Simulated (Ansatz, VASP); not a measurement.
# Ti in VASP and in Ansatz

POSCAR

```
Ti
1.0
    2.9057478925      0.0000000000      0.0000000000
   -1.4528739462      2.5164514919      0.0000000000
    0.0000000000      0.0000000000      4.6860000000
Ti
2
Direct
    0.3333333333      0.6666666667      0.2500000000
    0.6666666667      0.3333333333      0.7500000000
```

INCAR.step1

```
SYSTEM = Ti
ALGO = Normal
EDIFF = 1E-4
ENCUT = 520
GGA = PE
ISMEAR = 0
LASPH = .True.
LCHARG = .False.
LREAL = .False.
LWAVE = .True.
NBANDS = 19
NELM = 80
PREC = Accurate
SIGMA = 0.15
```

File INCAR.step2:

```
SYSTEM = Ti
ALGO = Normal
EDIFF = 1E-7
ENCUT = 520
ISIF = 2
ISMEAR = 0
ISTART = 1
LASPH = .True.
LCHARG = .False.
LMIXTAU = .True.
LREAL = .False.
LWAVE = .False.
METAGGA = R2SCAN
NBANDS = 19
NELM = 80
PREC = Accurate
SIGMA = 0.15
```

The input KPOINTS:

```
k-points
0
Gamma
  18 18 10
  0 0 0
```

Input for Ansatz:

```yaml
crystal:
  lattice:
    - [2.9057478925, 0.0, 0.0]
    - [-1.4528739462, 2.5164514919, 0.0]
    - [0.0, 0.0, 4.686]
  atoms:
    - { symbol: Ti, position: [0.3333333333, 0.6666666667, 0.25] }
    - { symbol: Ti, position: [0.6666666667, 0.3333333333, 0.75] }
basis:
  ecutwfc: 500
kpoints:
  mp_grid: { grid: [18, 18, 10] }
hamiltonian:
  xc: r2scan
scf:
  occupations: { method: gaussian, width: 0.15 }
output:
  forces: true
  stress: true
  eigenvalues: true
  write_density: true
  write_potential: true
  elf: true
  volumetric_format: npy
```

Change from the starting cell: strain -0.015 along x and y, +0.000 along z, atoms carried along.

Alike in both runs: task single point; functional r2SCAN; k mesh 18 × 18 × 10; occupations gaussian, width 0.15 eV; no spin polarisation.

```csv
,VASP,Ansatz
version,VASP 6.6.1,Ansatz 0.2.0
potentials or method,"VASP PAW PBE potentials, release 64 (Ti_sv), cutoff 520 eV","scalar-relativistic, plane waves, PAW"
valence electrons in the cell,24,24
```

|  | VASP | Ansatz | Ansatz less VASP |
| --- | --- | --- | --- |
| gap on the k mesh at the Fermi level (eV) | none | none | - |
| pressure (GPa) | 1.6 | 1.2 | -0.38 |
| traceless stress, the component that is largest in VASP (GPa) | -1.71 | -1.72 | -0.004 |

VASP's potentials were made for PBE, not for r2SCAN. A gap of «none» marks a metal or a gap that the smearing closes.
